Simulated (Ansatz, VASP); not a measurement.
BN in VASP and in Ansatz

```
CELL_PARAMETERS angstrom
0.00000 1.80750 1.86173
1.80750 0.00000 1.86173
1.80750 1.80750 0.00000
ATOMIC_POSITIONS crystal
B 0.00000 0.00000 0.00000
N 0.75000 0.75000 0.75000
```

Change from the starting cell: zz strain of +3 %, crystal datasets.

Alike in both runs: task electric field gradients; functional PBEsol; k mesh 13 × 13 × 13; occupations fermi-dirac, width 0.03 eV; no spin polarisation.

```csv
,VASP,Ansatz
version,VASP 6.6.1,Ansatz 0.2.0
potentials or method,"VASP PAW PBE potentials, release 64 (B, N), cutoff 520 eV","all-electron PAW with datasets made for the crystal, scalar-relativistic"
```

Ansatz gave:

```
gap on the k mesh at the Fermi level (eV)                     : 4.07
pressure (GPa)                                                : -13.4
traceless stress, the component that is largest in VASP (GPa) : -12.12
size of Vzz on the site where it differs most (V/Å²)          : 0.8
```

Problem. Which values does VASP return?

Solution. gap on the k mesh at the Fermi level (eV): 4.06; pressure (GPa): -13.0; traceless stress, the component that is largest in VASP (GPa): -12.10; size of Vzz on the site where it differs most (V/Å²): 1.0.

VASP's potentials were made for PBE, not for PBEsol. Ansatz ran all-electron here, and VASP with PAW potentials.
